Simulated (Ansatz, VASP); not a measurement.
# One calculation of Sb3S2, two programs

INCAR

```
PREC = Accurate
ENCUT = 520
EDIFF = 1E-7
ISMEAR = 0
SIGMA = 0.1
LREAL = F
LASPH = T
NELM = 80
ALGO = Normal
ISIF = 2
LWAVE = F
LCHARG = F
GGA = PE
NBANDS = 22
```

KPOINTS

```
regular mesh
0
Gamma
  4 4 4
```

The input POSCAR:

```
Sb3S2
1.0
    5.2522495700      0.0000000000      0.0000000000
    0.0000000000      5.2522495700      0.0000000000
    0.0000000000      0.0000000000      5.1782972100
Sb S
3 2
Direct
    0.5000000000      0.0000000000      0.5000000000
    0.0000000000      0.5000000000      0.5000000000
    0.0000000000      0.0000000000      0.5000000000
    0.5000000000      0.5000000000      0.2328696800
    0.5000000000      0.5000000000      0.7671303200
```

Input for Ansatz:

```yaml
crystal:
  lattice:
    - [5.25224957, 0.0, 0.0]
    - [0.0, 5.25224957, 0.0]
    - [0.0, 0.0, 5.17829721]
  atoms:
    - { symbol: Sb, position: [0.5, 0.0, 0.5] }
    - { symbol: Sb, position: [0.0, 0.5, 0.5] }
    - { symbol: Sb, position: [0.0, 0.0, 0.5] }
    - { symbol: S, position: [0.5, 0.5, 0.23286968] }
    - { symbol: S, position: [0.5, 0.5, 0.76713032] }
basis:
  ecutwfc: 420
kpoints:
  mp_grid: { grid: [4, 4, 4] }
hamiltonian:
  xc: pbe
scf:
  occupations: { method: gaussian, width: 0.1 }
  lower_state_search: "off"
output:
  forces: true
  stress: true
  eigenvalues: true
```

Alike in both runs: task single point; functional PBE; k mesh 4 × 4 × 4; occupations gaussian, width 0.1 eV; no spin polarisation.

|  | VASP | Ansatz |
| --- | --- | --- |
| version | VASP 6.6.1 | Ansatz 0.2.0 |
| potentials or method | VASP PAW PBE potentials, release 64 (Sb, S), cutoff 520 eV | scalar-relativistic, plane waves, PAW |
| valence electrons in the cell | 27 | 57 |

|  | VASP | Ansatz | Ansatz less VASP |
| --- | --- | --- | --- |
| gap on the k mesh at the Fermi level (eV) | none | none | - |
| pressure (GPa) | 10.9 | 10.8 | -0.10 |
| traceless stress, the component that is largest in VASP (GPa) | -12.90 | -12.72 | +0.178 |
| rms of the force components (eV/Å) | 0.050 | 0.051 | +0.0013 |

Atom by atom the forces differ by 0.001 eV/Å (rms over components). A gap of «none» marks a metal or a gap that the smearing closes. The functional is the same, so the differences come from potentials, cutoffs and numerics. VASP's potentials hold 27 valence electrons a cell and Ansatz's 57, so a difference there can come from the potentials and not from the codes.

Spin-orbit coupling is off throughout.
